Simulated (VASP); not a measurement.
# PtC3 (P4/mmm) in VASP: notebook, part 2 of 2

VASP 6.6.1. Earlier steps stand in the parts before.

## 3. Relaxation of cell and atoms, PBE

Input file INCAR:

```
SYSTEM = PtC3
ALGO = Normal
EDIFF = 1E-6
EDIFFG = -0.04
ENCUT = 600
GGA = PE
IBRION = 2
ISIF = 3
ISMEAR = 0
LASPH = .TRUE.
LCHARG = .FALSE.
LREAL = .FALSE.
LWAVE = .FALSE.
NELM = 100
NSW = 90
PREC = Accurate
SIGMA = 0.1
```

Input file KPOINTS:

```
k-points
0
G
  6 6 6
  0 0 0
```

Input file POSCAR:

```
PtC3
1.0
    3.3209655736      0.0000000000      0.0000000000
    0.0000000000      3.3209655736      0.0000000000
    0.0000000000      0.0000000000      3.2868306826
Pt C
1 3
Direct
    0.0000000000      0.0000000000      0.0000000000
    0.0000000000      0.5000000000      0.5000000000
    0.5000000000      0.0000000000      0.5000000000
    0.5000000000      0.5000000000      0.0000000000
```

Potentials or basis: VASP PAW PBE potentials, release 64 (Pt, C).

The run is started by

```sh
$ cat potpaw_PBE.64/Pt/POTCAR potpaw_PBE.64/C/POTCAR > POTCAR
$ mpirun -np 1 vasp_std > vasp.out
```

OUTCAR:

```text
SYSTEM = PtC3
   EDIFF = 1E-6
   EDIFFG = -0.04
   ENCUT = 600
   GGA = PE
   IBRION = 2
   ISIF = 3
   ISMEAR = 0
   LASPH = .TRUE.
   LREAL = .FALSE.
   NELM = 100
   NSW = 90
   PREC = Accurate

 ion  position               nearest neighbor table
   1  0.000  0.000  0.000-   2 2.34   3 2.34   2 2.34   3 2.34   2 2.34   2 2.34   3 2.34   3 2.34
                             4 2.35   4 2.35   4 2.35   4 2.35
   2  0.000  0.500  0.500-   1 2.34   1 2.34   1 2.34   1 2.34
   3  0.500  0.000  0.500-   1 2.34   1 2.34   1 2.34   1 2.34
   4  0.500  0.500  0.000-   1 2.35   1 2.35   1 2.35   1 2.35

  LATTYP: Found a simple tetragonal cell.
 ALAT       =     3.3209655736
 C/A-ratio  =     0.9897213957

  Lattice vectors:

 A1 = (   3.3209655736,   0.0000000000,   0.0000000000)
 A2 = (   0.0000000000,   3.3209655736,   0.0000000000)
[... 389 lines left out ...]
 Fermi energy:         8.7798203081

 k-point     1 :       0.0000    0.0000    0.0000
  band No.  band energies     occupation
      1      -7.2715      2.00000
      2      -1.4760      2.00000
      3       1.0362      2.00000
      4       3.0636      2.00000
      5       3.0636      2.00000
      6       5.0186      2.00000
      7       5.3121      2.00000
      8       5.7760      2.00000
      9       5.7760      2.00000
     10       6.5388      2.00000
     11       8.3631      2.00000
     12       8.6639      1.89892
     13       8.6639      1.89892
     14      10.1544      0.00000
[... 401 lines left out ...]
      2      -2.7809      2.00000
      3      -0.3077      2.00000
      4       1.9596      2.00000
      5       2.3209      2.00000
      6       3.2568      2.00000
      7       5.0430      2.00000
      8       5.5698      2.00000
      9       6.2009      2.00000
     10       6.8244      2.00000
     11       8.3398      2.00000
     12       9.7566      0.00000
     13       9.8018      0.00000
     14      11.2494      0.00000
     15      11.6601      0.00000

 [... further k-points ...]
[... 5 lines left out ...]
  --------------------------------------------------------------------------------------
  -------------------------------------------------------------------------------------
  Total        0.1017874      0.1017874      0.0877082      0.0000000      0.0000000      0.0000000
  in kB        4.2580172      4.2580172      3.6690470      0.0000000      0.0000000      0.0000000
  external PRESSURE =       4.0616938 kB  Pullay stress =       0.0000000 kB
[... 19 lines left out ...]
  FREE ENERGIE OF THE ION-ELECTRON SYSTEM (eV)
  ---------------------------------------------------
  free  energy   TOTEN  =       -20.6549294881 eV

  energy  without entropy=      -20.6444993813  energy(sigma->0) =      -20.64971443

 reached required accuracy - stopping structural energy minimisation
```

OSZICAR:

```text
N       E                     dE             d eps       ncg     rms          rms(c)
DAV:   1     0.995948299548E+02    0.99595E+02   -0.12546E+04  1240   0.156E+03
DAV:   2    -0.175908057601E+02   -0.11719E+03   -0.11414E+03  1501   0.275E+02
DAV:   3    -0.227576818580E+02   -0.51669E+01   -0.50548E+01  1569   0.535E+01
[... 97 lines left out ...]
DAV:   3    -0.206549929586E+02    0.41566E-03   -0.10559E-03  1625   0.209E-01    0.709E-02
DAV:   4    -0.206549317933E+02    0.61165E-04   -0.26241E-04  1615   0.108E-01    0.337E-02
DAV:   5    -0.206549305054E+02    0.12879E-05   -0.39177E-05  1512   0.555E-02    0.238E-02
DAV:   6    -0.206549294051E+02    0.11003E-05   -0.66101E-06  1408   0.231E-02    0.341E-03
DAV:   7    -0.206549294881E+02   -0.82999E-07   -0.35969E-07   614   0.509E-03
  10 F= -.20654929E+02 E0= -.20649714E+02  d E =-.179828E+00
```

CONTCAR:

```text
PtC3
   1.00000000000000
     3.6595143537589783   -0.0000000000000000    0.0000000000000001
     0.0000000000000000    3.6595143537589783    0.0000000000000001
     0.0000000000000000    0.0000000000000001    2.8598974830418329
  Pt              C
     1     3
Direct
     0.0000000000000000    0.0000000000000000    0.0000000000000000
     0.0000000000000000    0.5000000000000000    0.5000000000000000
     0.5000000000000000    0.0000000000000000    0.5000000000000000
     0.5000000000000000    0.5000000000000000    0.0000000000000000

  0.00000000E+00  0.00000000E+00  0.00000000E+00
  0.00000000E+00  0.00000000E+00  0.00000000E+00
  0.00000000E+00  0.00000000E+00  0.00000000E+00
  0.00000000E+00  0.00000000E+00  0.00000000E+00
```

Wall time 2.4 min (1 thread of Intel Xeon Platinum 8259CL at 2.50GHz (Skylake/Cascade Lake), shared host); peak memory 0.18 GiB.

What came out:

- Free energy: -20.6549 eV
- Relaxed volume: 9.57 Å³/atom
- Relaxed cell: a = 3.660 Å, b = 3.660 Å, c = 2.860 Å, α = 90.00°, β = 90.00°, γ = 90.00°
- Space group after relaxing (to 0.05 Å): P4/mmm (No. 123)
- Energy gained by relaxing: 74.6 meV/atom
- Ionic steps: 10
- Pressure after relaxing: 0.4 GPa
- Band gap on the k mesh: zero (band 11 reaches 10.03 eV, above the bottom of band 12 at 8.04 eV)

The path:
```
step  energy change (eV)  largest force (eV/Å)  pressure (GPa)  volume (Å³)
   1              0.0000                0.0000           15.12        36.25
   2             -0.0637                0.0000           -8.53        40.93
   3             -0.1187                0.0000           -0.04        38.93
   4             -0.1205                0.0000           -0.09        38.93
   5             -0.1289                0.0000           -0.38        38.93
   6             -0.1580                0.0000           -0.92        38.91
   7             -0.2308                0.0000           -0.99        38.79
   8             -0.2982                0.0000            0.50        38.27
   9             -0.2978                0.0000            0.28        38.34
  10             -0.2985                0.0000            0.41        38.30
```

Final structure:
```
Pt C
1.0
     3.65951    0.00000    0.00000
     0.00000    3.65951    0.00000
     0.00000    0.00000    2.85990
Pt C
1 3
Direct
  0.00000 0.00000 0.00000
  0.00000 0.50000 0.50000
  0.50000 0.00000 0.50000
  0.50000 0.50000 0.00000
```

Levels at points of the mesh, in eV from the Fermi level:
```csv
k point,band 7,band 8,band 9,band 10,band 11,band 12,band 13,band 14,band 15
"(0.00, 0.00, 0.00)",-3.47,-3.00,-3.00,-2.24,-0.42,-0.12,-0.12,1.37,4.42
"(0.50, 0.00, 0.00)",-4.33,-2.96,-2.53,-0.05,0.26,1.08,1.16,1.34,2.77
"(0.50, 0.50, 0.00)",-4.43,-3.61,-2.17,1.06,1.25,1.25,1.29,3.50,3.50
"(0.00, 0.00, 0.50)",-3.36,-2.17,-1.30,-1.30,-0.40,-0.04,0.38,0.38,3.47
"(0.50, 0.00, 0.50)",-3.16,-3.13,-1.36,-1.35,-0.89,-0.60,-0.38,1.89,4.57
"(0.50, 0.50, 0.50)",-5.29,-3.16,-2.31,-1.82,-0.70,-0.70,1.98,2.44,4.13
```

Caveat: spin-orbit coupling is left out, which moves the levels of the heavy elements.
